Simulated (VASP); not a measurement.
Wanted: the native input for a VASP 6.6.1 run.

| Quantity | Value |
| --- | --- |
| Task | single point |
| Functional | LDA |
| Potentials or basis | VASP PAW LDA potentials, release 64 (Ta_pv, H) |
| Cutoff | 520 eV |
| k mesh | 6 × 6 × 6 |
| Occupations | fermi-dirac, width 0.1 eV |
| Spin | no spin polarisation |
| Dipole correction | no |
| Further INCAR settings | ALGO = Normal; EDIFF = 1e-06; NBANDS = 18 |

The structure of Ta2H lies in POSCAR:

```
Ta2H
1.0
    3.3262114103      0.0000000000      0.0000000000
    0.0000000000      3.3262114103      0.0000000000
    0.0000000000      0.0000000000      3.3633710009
Ta H
2 1
Direct
    0.5000000000      0.0000000000      0.7403696063
    0.0000000000      0.5000000000      0.2596303937
    0.0000000000      0.0000000000      0.0000000000
```

One way to write it, as run:

INCAR

```
SYSTEM = Ta2H
  PREC = Accurate
  ENCUT = 520
  EDIFF = 1E-6
  ISMEAR = -1
  SIGMA = 0.1
  LREAL = .False.
  LASPH = .True.
  NELM = 100
  ALGO = Normal
  ISIF = 2
  LWAVE = .False.
  LCHARG = .False.
  NBANDS = 18
```

KPOINTS

```
Automatic mesh
0
Gamma
  6 6 6
  0 0 0
```

Potentials or basis: VASP PAW LDA potentials, release 64 (Ta_pv, H).

Command:

```bash
$ cat potpaw_LDA.64/Ta_pv/POTCAR potpaw_LDA.64/H/POTCAR > POTCAR
$ mpirun -np 1 vasp_std > vasp.out
```

Results of the run:

- Pressure: 0.8 GPa
- Largest force: 0.009 eV/Å

Wall time 14 s on 1 thread of AMD EPYC 9R14 (Zen 4), on a shared host, peak memory 0.12 GiB.
